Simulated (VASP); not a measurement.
Set up this calculation in VASP 6.6.1, as the native input.

| Item | Value |
| --- | --- |
| Task | relaxation of shape and atoms at fixed volume |
| Functional | PBE |
| Dispersion | D3(BJ) |
| Potentials or basis | VASP PAW PBE potentials, release 64 (Pt, Se) |
| Cutoff | 600 eV |
| k mesh | 15 × 15 × 10 |
| Occupations | gaussian, width 0.1 eV |
| Spin | no spin polarisation |
| Dipole correction | no |
| Further INCAR settings | ALGO = Normal; EDIFF = 1e-06; IBRION = 2; EDIFFG = -0.01; NSW = 50; ISIF = 4 |

The structure of PtSe2 (Sudovikovite) lies in POSCAR:

```
PtSe2
1.0
    3.8167470446      0.0000000000      0.0000000000
   -1.9083735223      3.3053999004      0.0000000000
    0.0000000000      0.0000000000      4.9920894012
Pt Se
1 2
Direct
    0.0000000000      0.0000000000      0.0000000000
    0.3333333333      0.6666666667      0.2596012283
    0.6666666667      0.3333333333      0.7403987717
```

This cell differs from its parent crystal: volume scaled by 1.06.

These files were run (other wordings do the same):

INCAR

```
SYSTEM = PtSe2
ALGO = Normal
EDIFF = 1E-6
EDIFFG = -0.01
ENCUT = 600
GGA = PE
IBRION = 2
ISIF = 4
ISMEAR = 0
IVDW = 12
LASPH = .TRUE.
LCHARG = .FALSE.
LREAL = .FALSE.
LWAVE = .FALSE.
NELM = 100
NSW = 50
PREC = Accurate
SIGMA = 0.1
```

KPOINTS

```
k-points
0
G
  15 15 10
  0 0 0
```

Potentials or basis: VASP PAW PBE potentials, release 64 (Pt, Se).

Run with:

```bash
$ cat potpaw_PBE.64/Pt/POTCAR potpaw_PBE.64/Se/POTCAR > POTCAR
$ mpirun -np 1 vasp_std > vasp.out
```

Results of the run:

The energy gained by relaxing is 4.4 meV/atom, the ionic steps are 6 and the pressure after relaxing is -2.3 GPa. The band gap on the k mesh is zero (band 11 reaches 6.49 eV, above the bottom of band 12 at 5.98 eV). The dispersion energy per atom is -0.461 eV.

Caveat: spin-orbit coupling is left out, which moves the levels of the heavy elements; pairwise dispersion overbinds metals, which lowers pressure and volume.

It took 10 min on 1 thread of Oxide Virtual Turin-like Processor, with other jobs on the host, peak memory 0.4 GiB.
